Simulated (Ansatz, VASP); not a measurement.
**Nb in VASP and in Ansatz**

```xyz
4
Lattice="3.3112 0.0000 0.0000 0.0000 3.3112 0.0000 0.0000 0.0000 20.9668" Properties=species:S:1:pos:R:3 pbc="T T T"
Nb    0.8278    0.8278    8.0000
Nb    2.4834    2.4834    9.6556
Nb    0.8278    0.8278   11.3112
Nb    2.4834    2.4834   12.9668
```

Alike in both runs: task single point; functional PBE; k mesh 10 × 10 × 1; occupations fermi-dirac, width 0.05 eV; no spin polarisation.

|  | VASP | Ansatz |
| --- | --- | --- |
| version | VASP 6.6.1 | Ansatz 0.2.0 |
| potentials or method | VASP PAW PBE potentials, release 64 (Nb_sv) | PAW with Ansatz's default frozen-core files, scalar-relativistic |
| plane-wave cutoff (eV) | 520 | 420 |
| valence electrons in the cell | 52 | 52 |

Ansatz gave:

```
rms of the force components (eV/Å) : 0.324
```

**Question.** Estimate VASP's values.

**Answer.** rms of the force components (eV/Å): 0.331.

Atom by atom the forces differ by 0.006 eV/Å (rms over components). The functional is the same, so the differences come from potentials, cutoffs and numerics.
